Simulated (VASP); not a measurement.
Wanted: the native input for a VASP 6.6.1 run.

- Task: single point
- Functional: r2SCAN
- Potentials or basis: VASP PAW PBE potentials, release 64 (Sn_d, O)
- Cutoff: 520 eV
- k mesh: 12 × 12 × 2
- Occupations: gaussian, width 0.05 eV
- Spin: no spin polarisation
- Dipole correction: no
- Further INCAR settings: ALGO = Normal; EDIFF = 1e-07; NBANDS = 35

The system is SnO2.

```
Sn O
1.0
     3.20372    0.00000    0.00000
    -1.60186    2.75908    0.00000
     0.00000    0.00000    9.42847
Sn O
2 4
Direct
  0.74916 0.00000 0.50000
  0.25084 0.00000 0.00000
  0.41540 0.33245 0.39536
  0.91705 0.33245 0.10464
  0.08295 0.66755 0.60464
  0.58460 0.66755 0.89536
```

This cell differs from its parent crystal: atoms displaced along a vibrational mode, then relaxed in part.

The input as run:

POSCAR

```
SnO2
1.0
    3.2037150553      0.0000000000      0.0000000000
   -1.6018575277      2.7590787716      0.0000000000
    0.0000000000      0.0000000000      9.4284707519
Sn O
2 4
Direct
   -0.2508434114      0.0000000000      0.5000000000
    0.2508434114      0.0000000000      0.0000000000
    0.4153966225      0.3324512855      0.3953619775
    0.9170546630      0.3324512855      0.1046380225
    0.0829453370      0.6675487145      0.6046380225
    0.5846033775      0.6675487145      0.8953619775
```

INCAR.step1

```
PREC = Accurate
ENCUT = 520
ISMEAR = 0
SIGMA = 0.05
LREAL = F
LASPH = T
NELM = 100
NBANDS = 35
GGA = PE
ALGO = Normal
EDIFF = 1E-4
LWAVE = T
LCHARG = F
```

INCAR.step2

```
PREC = Accurate
ENCUT = 520
EDIFF = 1E-7
ISMEAR = 0
SIGMA = 0.05
LREAL = F
LASPH = T
NELM = 100
ALGO = Normal
ISIF = 2
LWAVE = F
LCHARG = T
METAGGA = R2SCAN
LMIXTAU = T
LELF = T
LVHAR = T
NBANDS = 35
ISTART = 1
```

KPOINTS

```
regular mesh
0
Gamma
  12 12 2
```

Potentials or basis: VASP PAW PBE potentials, release 64 (Sn_d, O).

Launch:

```sh
$ cat potpaw_PBE.64/Sn_d/POTCAR potpaw_PBE.64/O/POTCAR > POTCAR
$ cp INCAR.step1 INCAR
$ mpirun -np 1 vasp_std > vasp.out
$ cp INCAR.step2 INCAR
$ mpirun -np 1 vasp_std > vasp.out
```

Results of the run:

| Property | Result |
| --- | --- |
| Pressure | 1.1 GPa |
| Largest force | 0.088 eV/Å |
| Band gap on the k mesh | 2.62 eV (least direct gap 2.87 eV) |

Caveat: the cell differs from its parent crystal (atoms displaced along a vibrational mode, then relaxed in part); the PAW data sets were made with another functional, which shifts forces and pressure a little; spin-orbit coupling is left out, which moves the levels of the heavy elements.

Run time: 10 min on 1 thread of Intel(R) Xeon(R) Platinum 8488C (Sapphire Rapids), with other jobs on the host, peak memory 0.33 GiB.
